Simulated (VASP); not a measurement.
# Rh (P6_3/mmc) in VASP: settings compared, part 2 of 2

VASP 6.6.1.

### Step 3. Single point, PBE-based screened hybrid with 25 % exact exchange

POSCAR reads:

```
Rh
1.0
    2.7309790422      0.0000000000      0.0000000000
   -1.3654895211      2.3650972278      0.0000000000
    0.0000000000      0.0000000000      4.4284890000
Rh
2
Direct
    0.3333333333      0.6666666667      0.2500000000
    0.6666666667      0.3333333333      0.7500000000
```

INCAR.step1 reads:

```
SYSTEM = Rh
PREC = Accurate
ENCUT = 400
EDIFF = 1E-5
ISMEAR = -1
SIGMA = 0.05
LREAL = .FALSE.
LASPH = .TRUE.
NELM = 120
ALGO = Normal
ISIF = 2
LWAVE = .TRUE.
LCHARG = .FALSE.
GGA = PE
NBANDS = 22
GGA_COMPAT = .FALSE.
```

INCAR.step2 reads:

```
SYSTEM = Rh
PREC = Accurate
ENCUT = 400
EDIFF = 1E-6
ISMEAR = -1
SIGMA = 0.05
LREAL = .FALSE.
LASPH = .TRUE.
NELM = 120
ALGO = Normal
ISIF = 2
LWAVE = .FALSE.
LCHARG = .FALSE.
GGA = PE
LHFCALC = .TRUE.
AEXX = 0.25
HFSCREEN = 0.3
PRECFOCK = Normal
ISTART = 1
NBANDS = 22
GGA_COMPAT = .FALSE.
```

KPOINTS reads:

```
Automatic mesh
0
G
  6 6 3
  0 0 0
```

Potentials or basis: VASP PAW PBE potentials, release 64 (Rh_pv).

Run with:

```
cat potpaw_PBE.64/Rh_pv/POTCAR > POTCAR
cp INCAR.step1 INCAR
mpirun -np 1 vasp_std > vasp.out
cp INCAR.step2 INCAR
mpirun -np 1 vasp_std > vasp.out
```

OUTCAR:

```text
SYSTEM = Rh
   PREC = Accurate
   ENCUT = 400
   EDIFF = 1E-6
   ISMEAR = -1
   LREAL = .FALSE.
   LASPH = .TRUE.
   NELM = 120
   ISIF = 2
   GGA = PE
   LHFCALC = .TRUE.
   AEXX = 0.25
   HFSCREEN = 0.3
   PRECFOCK = Normal
   ISTART = 1

 ion  position               nearest neighbor table
   1  0.333  0.667  0.250-   2 2.72   2 2.72   2 2.72   2 2.72   2 2.72   2 2.72
   2  0.667  0.333  0.750-   1 2.72   1 2.72   1 2.72   1 2.72   1 2.72   1 2.72

  LATTYP: Found a hexagonal cell.
 ALAT       =     2.7309790422
 C/A-ratio  =     1.6215756077

  Lattice vectors:

 A1 = (   2.7309790422,   0.0000000000,   0.0000000000)
 A2 = (  -1.3654895211,   2.3650972278,   0.0000000000)
 A3 = (   0.0000000000,   0.0000000000,   4.4284890000)

Analysis of symmetry for initial positions (statically):
=====================================================================
 Subroutine PRICEL returns:
 Original cell was already a primitive cell.

 Routine SETGRP: Setting up the symmetry group for a
 hexagonal supercell.

 Subroutine GETGRP returns: Found 24 space group operations
 (whereof 12 operations were pure point group operations)
 out of a pool of 24 trial point group operations.

The static configuration has the point symmetry D_3d.
 The point group associated with its full space group is D_6h.

Analysis of symmetry for dynamics (positions and initial velocities):
=====================================================================
 Subroutine PRICEL returns:
 Original cell was already a primitive cell.

 Routine SETGRP: Setting up the symmetry group for a
 hexagonal supercell.

 Subroutine GETGRP returns: Found 24 space group operations
 (whereof 12 operations were pure point group operations)
 out of a pool of 24 trial point group operations.

The dynamic configuration has the point symmetry D_3d.
 The point group associated with its full space group is D_6h.

 Subroutine INISYM returns: Found 24 space group operations
 (whereof 12 operations are pure point group operations),
 and found     1 'primitive' translations

----------------------------------------------------------------------------------------

                                     Primitive cell

  volume of cell :      28.6037

  direct lattice vectors                    reciprocal lattice vectors
     2.730979042  0.000000000  0.000000000     0.366169049  0.211407799  0.000000000
    -1.365489521  2.365097228  0.000000000     0.000000000  0.422815599  0.000000000
     0.000000000  0.000000000  4.428489000     0.000000000  0.000000000  0.225810655

  length of vectors
     2.730979042  2.730979042  4.428489000     0.422815599  0.422815599  0.225810655

  position of ions in fractional coordinates (direct lattice)
     0.333333333  0.666666667  0.250000000
     0.666666667  0.333333333  0.750000000

  ion indices of the primitive-cell ions
   primitive index   ion index
                 1           1
                 2           2

----------------------------------------------------------------------------------------

 KPOINTS: Automatic mesh

[... 30 lines left out ...]
  0.333333  0.333333  0.000000      2.000000
  0.000000  0.000000  0.333333      2.000000
  0.166667 -0.000000  0.333333     12.000000
  0.333333 -0.000000  0.333333     12.000000
  0.500000 -0.000000  0.333333      6.000000
  0.166667  0.166667  0.333333     12.000000
  0.333333  0.166667  0.333333     24.000000
  0.333333  0.333333  0.333333      4.000000
   k-points           NKPTS =     14   k-points in BZ     NKDIM =    108   number of bands    NBANDS=     22
   number of dos      NEDOS =    301   number of ions     NIONS =      2
   total plane-waves  NPLWV =   9720
   dimension x,y,z NGX =    18 NGY =   18 NGZ =   30
   dimension x,y,z NGXF=    36 NGYF=   36 NGZF=   60
   ions per type =               2
   NGX,Y,Z   is equivalent  to a cutoff of  10.96, 10.96, 11.26 a.u.
   NGXF,Y,Z  is equivalent  to a cutoff of  21.91, 21.91, 22.52 a.u.
 SYSTEM =  Rh
   PREC   = accura    normal or accurate (medium, high low for compatibility)
   ISTART =      1    job   : 0-new  1-cont  2-samecut
   ICHARG =      0    charge: 1-file 2-atom 10-const
   ISPIN  =      1    spin polarized calculation?
   LNONCOLLINEAR =      F non collinear calculations
   LSORBIT =      F    spin-orbit coupling
   LASPH  =      T    aspherical Exc in radial PAW
   ENCUT  =  400.0 eV  29.40 Ry    5.42 a.u.   4.45  4.45  7.22*2*pi/ulx,y,z
   NELM   =    120;   NELMIN=  2; NELMDL=  0     # of ELM steps
   EDIFF  = 0.1E-05   stopping-criterion for ELM
   LREAL  =      F    real-space projection
   EDIFFG = 0.1E-04   stopping-criterion for IOM
   NSW    =      0    number of steps for IOM
   IBRION =     -1    ionic relax: 0-MD 1-quasi-New 2-CG
   NFREE  =      0    steps in history (QN), initial steepest desc. (CG)
   ISIF   =      2    stress and relaxation
   ISYM   =      3    0-nonsym 1-usesym 2-fastsym
   POTIM  = 0.5000    time-step for ionic-motion
   TEBEG  =    0.0;   TEEND  =   0.0 temperature during run
   PSTRESS=    0.0 pullay stress
   NELECT =      30.0000    total number of electrons
   NUPDOWN=      -1.0000    fix difference up-down
   EMIN   =  10.00;   EMAX   =-10.00  energy-range for DOS
   EFERMI =   0.00;   METHOD = LEGACY
   ISMEAR =    -1;   SIGMA  =   0.05  broadening in eV -4-tet -1-fermi 0-gaus
   EFERMI_NEDOS =   21; number of points for ismear=-14 and -15
   IALGO  =     38    algorithm
   IMIX   =      1    mixing-type and parameters
     AMIX     =   0.40;   BMIX     =  1.00
     AMIX_MAG =   1.60;   BMIX_MAG =  1.00
  volume/ion in A,a.u.               =      14.30        96.51
  Fermi-wavevector in a.u.,A,eV,Ry     =   1.663314  3.143208 37.642066  2.766614
  Thomas-Fermi vector in A             =   2.750053
   LORBIT       =      0    0 simple, 1 ext, 2 COOP (PROOUT), +10 PAW based schemes
   GGA     = PE    functional components
   LHFCALC =     T    Hartree Fock is set to
   PRECFOCK=normal    Normal, Fast or Accurate (Low or Medium for compatibility)
   ENCUT4O =  -1.0   cutoff for four orbital integrals eV
   NKREDX  =     1    reduce k-point grid by
   NKREDY  =     1    reduce k-point grid by
   NKREDZ  =     1    reduce k-point grid by
   AEXX    =    0.2500 exact exchange contribution
   HFSCREEN=    0.3000 screening length (either q_TF or 0.3 A-1)
   HFSCREENC=   0.3000 screening length for correlation (either q_TF or 0.3 A-1)
   ENCUTFOCK=  -1.0 apply spherical cutoff to Coloumb kernel
   IVDW    =     0    specifies the selected vdW correction
   LEPSILON=     F    determine dielectric tensor
   LRPA    =     F    only Hartree local field effects (RPA)
 non-spin polarized calculation
  energy-cutoff  :      400.00
  volume of cell :       28.60
 maximum number of plane-waves:       537
 NGX is ok and might be reduce to    18
  NGX = 14; NGY = 14; NGZ = 24

 number of electron      29.9999978 magnetization

 Free energy of the ion-electron system (eV)
  ---------------------------------------------------
  ext. energy  EPLUGINS =         0.00000000
  ---------------------------------------------------
  free energy    TOTEN  =       -16.19078896 eV

  energy without entropy =      -16.15358179  energy(sigma->0) =      -16.17218538

 E-fermi :  10.6666     XC(G=0): -11.3518

 val. band max:       10.6636411975   @ k =   0.3333   0.3333   0.0000
 cond. band min:      10.6867814640   @ k =   0.3333  -0.0000   0.3333
 fundamental gap:      0.0231402665
 Fermi energy:        10.6666051827

 k-point     1 :       0.0000    0.0000    0.0000
  band No.  band energies     occupation
      1     -39.2379      2.00000
      2     -38.4878      2.00000
      3     -38.4878      2.00000
      4     -38.4621      2.00000
      5     -38.3642      2.00000
      6     -38.3642      2.00000
[... 339 lines left out ...]
     21      22.7142      0.00000
     22      22.7142      0.00000

------------------------ aborting loop because EDIFF is reached ----------------------------------------

  FORCE on cell =-STRESS in cart. coord.  units (eV):
  Direction    XX          YY          ZZ          XY          YZ          ZX
  --------------------------------------------------------------------------------------
  -------------------------------------------------------------------------------------
  Total       -1.7261990     -1.7261990     -4.0794457      0.0000000     -0.0000000      0.0000000
  in kB      -96.6893213    -96.6893213   -228.5013652      0.0000000     -0.0000000      0.0000000
  external PRESSURE =    -140.6266693 kB  Pullay stress =       0.0000000 kB

 VOLUME and BASIS-vectors are now :
 -----------------------------------------------------------------------------
  energy-cutoff  :      400.00
  volume of cell :       28.60
      direct lattice vectors                 reciprocal lattice vectors
     2.730979042  0.000000000  0.000000000     0.366169049  0.211407799  0.000000000
    -1.365489521  2.365097228  0.000000000     0.000000000  0.422815599  0.000000000
     0.000000000  0.000000000  4.428489000     0.000000000  0.000000000  0.225810655

 POSITION                                       TOTAL-FORCE (eV/Angst)
 -----------------------------------------------------------------------------------
     -0.00000      1.57673      1.10712        -0.000000      0.000000      0.000000
      1.36549      0.78837      3.32137         0.000000     -0.000000     -0.000000
 -----------------------------------------------------------------------------------
    total drift:                                0.000000      0.000000      0.000000

  FREE ENERGIE OF THE ION-ELECTRON SYSTEM (eV)
  ---------------------------------------------------
  free  energy   TOTEN  =       -16.1907889649 eV

  energy  without entropy=      -16.1535817940  energy(sigma->0) =      -16.17218538
```

It took 33 min on 1 thread of AMD EPYC 7R43 (Zen 3), shared host; peak memory 0.2 GiB.

Results:

| Quantity | Value |
| --- | --- |
| Free energy | -16.1908 eV |
| Pressure | -14.1 GPa |
| Band gap on the k mesh | zero (bands 15 and 16 overlap by 2.57 eV) |

Caveat: the k points lie up to 0.47 Å⁻¹ apart, too coarse for converged energies and pressures of a metal; the PAW data sets were made with another functional, which shifts forces and pressure a little.
